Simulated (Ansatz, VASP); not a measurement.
# Two plane-wave programs on Mg

The input INCAR:

```
PREC = Accurate
ENCUT = 520
EDIFF = 1E-6
ISMEAR = -1
SIGMA = 0.1
LREAL = False
LASPH = True
NELM = 100
ALGO = Normal
ISIF = 2
LWAVE = False
LCHARG = False
GGA = PS
NBANDS = 7
```

Contents of KPOINTS:

```
regular mesh
0
Gamma
  10 10 10
```

The input POSCAR:

```
Mg
1.0
    0.0000000000      2.4175514899      2.4175514899
    2.4175514899      0.0000000000      2.4175514899
    2.4175514899      2.4175514899      0.0000000000
Mg
1
Direct
    0.0000000000      0.0000000000      0.0000000000
```

input.yaml

```yaml
crystal:
  lattice:
    - [0.0, 2.4175514899, 2.4175514899]
    - [2.4175514899, 0.0, 2.4175514899]
    - [2.4175514899, 2.4175514899, 0.0]
  atoms:
    - { symbol: Mg, position: [0.0, 0.0, 0.0] }
hamiltonian:
  xc: pbesol
  pseudopotentials: { kind: paw }
kpoints:
  mp_grid: { grid: [10, 10, 10] }
scf:
  occupations: { method: fermi_dirac, width: 0.1 }
  algorithm: direct_min
output:
  forces: true
  stress: true
  eigenvalues: true
  bader: true
  populations: true
```

Alike in both runs: functional PBEsol; k mesh 10 × 10 × 10; occupations fermi-dirac, width 0.1 eV; no spin polarisation.

|  | VASP | Ansatz |
| --- | --- | --- |
| version | VASP 6.6.1 | Ansatz 0.2.0 |
| potentials or method | VASP PAW PBE potentials, release 64 (Mg) | Ansatz PAW |
| plane-wave cutoff (eV) | 520 | 420 |
| valence electrons in the cell | 2 | 10 |
| task | single point | atomic charges |

```csv
,VASP,Ansatz,Ansatz less VASP
gap on the k mesh at the Fermi level (eV),none,none,-
pressure (GPa),-5.2,-5.1,+0.07
```

VASP's potentials were made for PBE, not for PBEsol. A gap of «none» marks a metal or a gap that the smearing closes. With one functional, cell and mesh, what is left measures potentials, basis and numerics. VASP's potentials hold 2 valence electrons a cell and Ansatz's 10, so a difference there can come from the potentials and not from the codes.
